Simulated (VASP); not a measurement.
# MgO (a.b) (Fm-3m) in VASP: notebook

The runs below take MgO (a.b) through single point, with PBEsol.

Program: VASP 6.6.1. These are calculated values, not measurements. Logs are shortened: lines on timing, memory, paths and dates and some standing lists are left out, and cuts for length are marked.

**1. The cell of the first run**

It takes space group Fm-3m (No. 225, cubic). The conventional cell has a = 4.220 Å, b = 4.220 Å, c = 4.220 Å, α = 90.00°, β = 90.00°, γ = 90.00°. Within 2.8 Å of Mg (site symmetry m-3m) lie 6 O at 2.11 Å. O (site symmetry m-3m) has 6 Mg at 2.11 Å within 2.8 Å.

**2. Single point, PBEsol**

Contents of INCAR:

```
PREC     = Accurate       # precision mode
ENCUT    = 600            # plane-wave cutoff, eV
EDIFF    = 1E-6           # SCF threshold, eV
ISMEAR   = 0              # smearing method
SIGMA    = 0.1            # smearing width, eV
LREAL    = False          # projectors in reciprocal space
LASPH    = True           # aspherical terms in the spheres
NELM     = 120            # most SCF steps
ALGO     = Normal         # electronic algorithm
ISIF     = 2              # what is computed and relaxed
LWAVE    = False          # write WAVECAR
LCHARG   = False          # write CHGCAR
GGA      = PS             # functional
NBANDS   = 11             # bands
GGA_COMPAT= False
```

Contents of KPOINTS:

```
Automatic mesh
0
Gamma
  8 8 8
```

Contents of POSCAR:

```
MgO
1.0
    0.0000000000      2.1100000000      2.1100000000
    2.1100000000      0.0000000000      2.1100000000
    2.1100000000      2.1100000000      0.0000000000
Mg O
1 1
Direct
    0.0000000000      0.0000000000      0.0000000000
    0.5000000000      0.5000000000      0.5000000000
```

Potentials or basis: VASP PAW PBE potentials, release 64 (Mg, O).

Started as:

```bash
$ cat potpaw_PBE.64/Mg/POTCAR potpaw_PBE.64/O/POTCAR > POTCAR
$ mpirun -np 1 vasp_std > vasp.out
```

OUTCAR:

```text
PREC = Accurate
   ENCUT = 600
   EDIFF = 1E-6
   ISMEAR = 0
   LREAL = False
   LASPH = True
   NELM = 120
   ISIF = 2
   GGA = PS

 ion  position               nearest neighbor table
   1  0.000  0.000  0.000-   2 2.11   2 2.11   2 2.11   2 2.11   2 2.11   2 2.11
   2  0.500  0.500  0.500-   1 2.11   1 2.11   1 2.11   1 2.11   1 2.11   1 2.11

  LATTYP: Found a face centered cubic cell.
 ALAT       =     4.2200000000

  Lattice vectors:

 A1 = (   0.0000000000,   2.1100000000,   2.1100000000)
 A2 = (   2.1100000000,   0.0000000000,   2.1100000000)
 A3 = (   2.1100000000,   2.1100000000,   0.0000000000)

Analysis of symmetry for initial positions (statically):
[... 6 lines left out ...]

 Subroutine GETGRP returns: Found 48 space group operations
 (whereof 48 operations were pure point group operations)
 out of a pool of 48 trial point group operations.

The static configuration has the point symmetry O_h .

Analysis of symmetry for dynamics (positions and initial velocities):
[... 6 lines left out ...]

 Subroutine GETGRP returns: Found 48 space group operations
 (whereof 48 operations were pure point group operations)
 out of a pool of 48 trial point group operations.

The dynamic configuration has the point symmetry O_h .

 Subroutine INISYM returns: Found 48 space group operations
 (whereof 48 operations are pure point group operations),
 and found     1 'primitive' translations

----------------------------------------------------------------------------------------

                                     Primitive cell

  volume of cell :      18.7879

  direct lattice vectors                    reciprocal lattice vectors
     0.000000000  2.110000000  2.110000000    -0.236966825  0.236966825  0.236966825
     2.110000000  0.000000000  2.110000000     0.236966825 -0.236966825  0.236966825
     2.110000000  2.110000000  0.000000000     0.236966825  0.236966825 -0.236966825

  length of vectors
     2.983990617  2.983990617  2.983990617     0.410438580  0.410438580  0.410438580

  position of ions in fractional coordinates (direct lattice)
     0.000000000  0.000000000  0.000000000
     0.500000000  0.500000000  0.500000000

  ion indices of the primitive-cell ions
   primitive index   ion index
                 1           1
                 2           2

----------------------------------------------------------------------------------------

 KPOINTS: Automatic mesh

Automatic generation of k-mesh.
 Grid dimensions read from file:
 generate k-points for:    8    8    8

 Generating k-lattice:

  Cartesian coordinates                     Fractional coordinates (reciprocal lattice)
    -0.029620853  0.029620853  0.029620853     0.125000000  0.000000000  0.000000000
     0.029620853 -0.029620853  0.029620853     0.000000000  0.125000000  0.000000000
     0.029620853  0.029620853 -0.029620853     0.000000000  0.000000000  0.125000000

  Length of vectors
     0.051304822  0.051304822  0.051304822

  Shift w.r.t. Gamma in fractional coordinates (k-lattice)
     0.000000000  0.000000000  0.000000000

 Subroutine IBZKPT returns following result:
 ===========================================

 Found     29 irreducible k-points:

 Following reciprocal coordinates:
            Coordinates               Weight
  0.000000  0.000000  0.000000      1.000000
  0.125000  0.000000  0.000000      8.000000
  0.250000  0.000000  0.000000      8.000000
  0.375000  0.000000  0.000000      8.000000
  0.500000  0.000000  0.000000      4.000000
  0.125000  0.125000  0.000000      6.000000
[... 16 lines left out ...]
  0.500000  0.250000  0.125000     48.000000
 -0.375000  0.250000  0.125000     24.000000
 [... further k-points ...]
   k-points           NKPTS =     29   k-points in BZ     NKDIM =     29   number of bands    NBANDS=     11
   number of dos      NEDOS =    301   number of ions     NIONS =      2
   total plane-waves  NPLWV =  13824
   dimension x,y,z NGX =    24 NGY =   24 NGZ =   24
   dimension x,y,z NGXF=    48 NGYF=   48 NGZF=   48
   ions per type =               1   1
   NGX,Y,Z   is equivalent  to a cutoff of  13.37, 13.37, 13.37 a.u.
   NGXF,Y,Z  is equivalent  to a cutoff of  26.74, 26.74, 26.74 a.u.
 SYSTEM =  unknown system
   PREC   = accura    normal or accurate (medium, high low for compatibility)
   ISTART =      0    job   : 0-new  1-cont  2-samecut
   ICHARG =      2    charge: 1-file 2-atom 10-const
   ISPIN  =      1    spin polarized calculation?
   LNONCOLLINEAR =      F non collinear calculations
   LSORBIT =      F    spin-orbit coupling
   LASPH  =      T    aspherical Exc in radial PAW
   ENCUT  =  600.0 eV  44.10 Ry    6.64 a.u.   5.96  5.96  5.96*2*pi/ulx,y,z
   NELM   =    120;   NELMIN=  2; NELMDL= -5     # of ELM steps
   EDIFF  = 0.1E-05   stopping-criterion for ELM
   LREAL  =      F    real-space projection
   EDIFFG = 0.1E-04   stopping-criterion for IOM
   NSW    =      0    number of steps for IOM
   IBRION =     -1    ionic relax: 0-MD 1-quasi-New 2-CG
   NFREE  =      0    steps in history (QN), initial steepest desc. (CG)
   ISIF   =      2    stress and relaxation
   ISYM   =      2    0-nonsym 1-usesym 2-fastsym
   POTIM  = 0.5000    time-step for ionic-motion
   TEBEG  =    0.0;   TEEND  =   0.0 temperature during run
   PSTRESS=    0.0 pullay stress
   NELECT =       8.0000    total number of electrons
   NUPDOWN=      -1.0000    fix difference up-down
   EMIN   =  10.00;   EMAX   =-10.00  energy-range for DOS
   EFERMI =   0.00;   METHOD = LEGACY
   ISMEAR =     0;   SIGMA  =   0.10  broadening in eV -4-tet -1-fermi 0-gaus
   EFERMI_NEDOS =   21; number of points for ismear=-14 and -15
   IALGO  =     38    algorithm
   IMIX   =      4    mixing-type and parameters
     AMIX     =   0.40;   BMIX     =  1.00
     AMIX_MAG =   1.60;   BMIX_MAG =  1.00
  volume/ion in A,a.u.               =       9.39        63.39
  Fermi-wavevector in a.u.,A,eV,Ry     =   1.231627  2.327437 20.638731  1.516904
  Thomas-Fermi vector in A             =   2.366429
   LORBIT       =      0    0 simple, 1 ext, 2 COOP (PROOUT), +10 PAW based schemes
   GGA     = PS    functional components
   LHFCALC =     F    Hartree Fock is set to
   AEXX    =    0.0000 exact exchange contribution
   IVDW    =     0    specifies the selected vdW correction
   LEPSILON=     F    determine dielectric tensor
   LRPA    =     F    only Hartree local field effects (RPA)
 non-spin polarized calculation
 Gauss-broadening in eV      SIGMA  =   0.10
  energy-cutoff  :      600.00
  volume of cell :       18.79
 maximum number of plane-waves:       638
   NGX = 11   NGY = 11   NGZ = 11

 number of electron       8.0000005 magnetization

 Free energy of the ion-electron system (eV)
  ---------------------------------------------------
  ext. energy  EPLUGINS =         0.00000000
  ---------------------------------------------------
  free energy    TOTEN  =       -12.51503270 eV

  energy without entropy =      -12.51503270  energy(sigma->0) =      -12.51503270

 E-fermi :   3.5059     XC(G=0): -11.2827

 val. band max:        3.0233345297   @ k =   0.0000   0.0000   0.0000
 cond. band min:       7.6045113528   @ k =   0.0000   0.0000   0.0000
 fundamental gap:      4.5811768231
 Fermi energy:         3.5059133556

 k-point     1 :       0.0000    0.0000    0.0000
  band No.  band energies     occupation
      1     -14.1525      2.00000
      2       3.0233      2.00000
      3       3.0233      2.00000
      4       3.0233      2.00000
      5       7.6045      0.00000
      6      18.6261      0.00000
      7      18.6261      0.00000
      8      18.6261      0.00000
      9      22.4533      0.00000
     10      24.3307      0.00000
     11      24.3307      0.00000

 k-point     2 :       0.1250    0.0000    0.0000
  band No.  band energies     occupation
      1     -13.9879      2.00000
      2       2.0551      2.00000
      3       2.9195      2.00000
      4       2.9195      2.00000
      5       8.5260      0.00000
      6      16.9359      0.00000
      7      18.9840      0.00000
      8      18.9840      0.00000
      9      23.3575      0.00000
     10      23.3575      0.00000
     11      24.6342      0.00000

 k-point     3 :       0.2500    0.0000    0.0000
  band No.  band energies     occupation
      1     -13.5595      2.00000
      2       0.3382      2.00000
      3       2.6806      2.00000
      4       2.6806      2.00000
      5       9.9617      0.00000
      6      15.4017      0.00000
      7      19.4802      0.00000
      8      19.4802      0.00000
      9      22.9579      0.00000
     10      22.9579      0.00000
     11      24.7943      0.00000

 k-point     4 :       0.3750    0.0000    0.0000
  band No.  band energies     occupation
      1     -13.0753      2.00000
      2      -1.0780      2.00000
      3       2.4561      2.00000
      4       2.4561      2.00000
      5      10.6493      0.00000
      6      15.2272      0.00000
      7      19.3119      0.00000
      8      19.3119      0.00000
      9      24.0153      0.00000
     10      24.2509      0.00000
     11      24.2509      0.00000

 k-point     5 :       0.5000    0.0000    0.0000
  band No.  band energies     occupation
      1     -12.8534      2.00000
      2      -1.6319      2.00000
      3       2.3666      2.00000
      4       2.3666      2.00000
      5      10.7342      0.00000
      6      15.4630      0.00000
      7      19.1447      0.00000
      8      19.1447      0.00000
      9      23.7057      0.00000
     10      25.2884      0.00000
     11      25.2884      0.00000
[... 211 lines left out ...]
 k-point    21 :       0.5000    0.5000    0.0000
  band No.  band energies     occupation
      1     -12.5905      2.00000
      2      -1.0992      2.00000
      3       1.6649      2.00000
      4       1.6649      2.00000
      5      11.9404      0.00000
      6      12.8411      0.00000
      7      15.9358      0.00000
      8      21.7800      0.00000
      9      21.7800      0.00000
     10      28.1492      0.00000
     11      29.7024      0.00000

 k-point    22 :       0.3750    0.2500    0.1250
  band No.  band energies     occupation
      1     -13.2520      2.00000
      2      -0.0203      2.00000
      3       1.8593      2.00000
      4       2.4040      2.00000
      5      11.3694      0.00000
      6      14.3098      0.00000
      7      17.9243      0.00000
      8      20.3712      0.00000
      9      20.9293      0.00000
     10      25.2556      0.00000
     11      28.6111      0.00000

 k-point    23 :       0.5000    0.2500    0.1250
  band No.  band energies     occupation
      1     -12.8703      2.00000
      2      -0.7158      2.00000
      3       1.2776      2.00000
      4       2.1499      2.00000
      5      12.3505      0.00000
      6      14.4936      0.00000
      7      16.7720      0.00000
      8      19.9713      0.00000
      9      22.4947      0.00000
     10      25.2083      0.00000
     11      28.8202      0.00000

 k-point    24 :      -0.3750    0.2500    0.1250
  band No.  band energies     occupation
      1     -12.7003      2.00000
      2      -1.0123      2.00000
      3       1.0679      2.00000
      4       2.0297      2.00000
      5      12.5153      0.00000
      6      15.0496      0.00000
      7      16.3435      0.00000
      8      19.7263      0.00000
      9      23.3344      0.00000
     10      24.8745      0.00000
     11      28.9562      0.00000

 [... further k-points ...]
[... 5 lines left out ...]
  --------------------------------------------------------------------------------------
  -------------------------------------------------------------------------------------
  Total       -0.1619377     -0.1619377     -0.1619377     -0.0000000      0.0000000      0.0000000
  in kB      -13.8096057    -13.8096057    -13.8096057     -0.0000000      0.0000000      0.0000000
  external PRESSURE =     -13.8096057 kB  Pullay stress =       0.0000000 kB

 VOLUME and BASIS-vectors are now :
 -----------------------------------------------------------------------------
  energy-cutoff  :      600.00
  volume of cell :       18.79
      direct lattice vectors                 reciprocal lattice vectors
     0.000000000  2.110000000  2.110000000    -0.236966825  0.236966825  0.236966825
     2.110000000  0.000000000  2.110000000     0.236966825 -0.236966825  0.236966825
     2.110000000  2.110000000  0.000000000     0.236966825  0.236966825 -0.236966825

 POSITION                                       TOTAL-FORCE (eV/Angst)
 -----------------------------------------------------------------------------------
      0.00000      0.00000      0.00000         0.000000     -0.000000      0.000000
      2.11000      2.11000      2.11000        -0.000000      0.000000     -0.000000
 -----------------------------------------------------------------------------------
    total drift:                               -0.000000     -0.000000      0.000000

  FREE ENERGIE OF THE ION-ELECTRON SYSTEM (eV)
  ---------------------------------------------------
  free  energy   TOTEN  =       -12.5150326975 eV

  energy  without entropy=      -12.5150326975  energy(sigma->0) =      -12.51503270
```

It took 3.8 s on 1 thread of Intel Xeon Platinum 8488C (Sapphire Rapids), shared host; peak memory 0.14 GiB.

What came out:

| Quantity | Value |
| --- | --- |
| Free energy | -12.5150 eV |
| Pressure | -1.4 GPa |
| Band gap on the k mesh | 4.58 eV, direct |

Levels at points of the mesh, in eV from the valence-band top:
| k point | band 1 | band 2 | band 3 | band 4 | band 5 | band 6 | band 7 | band 8 |
| --- | --- | --- | --- | --- | --- | --- | --- | --- |
| (0.00, 0.00, 0.00) | -17.18 | 0.00 | 0.00 | 0.00 | 4.58 | 15.60 | 15.60 | 15.60 |
| (0.50, 0.00, 0.00) | -15.88 | -4.66 | -0.66 | -0.66 | 7.71 | 12.44 | 16.12 | 16.12 |
| (0.50, 0.50, 0.00) | -15.61 | -4.12 | -1.36 | -1.36 | 8.92 | 9.82 | 12.91 | 18.76 |

Caveat: the PAW data sets were made with another functional, which shifts forces and pressure a little. As with any semilocal functional, this PBEsol gap is likely too small.

[end of part 1 of 2]
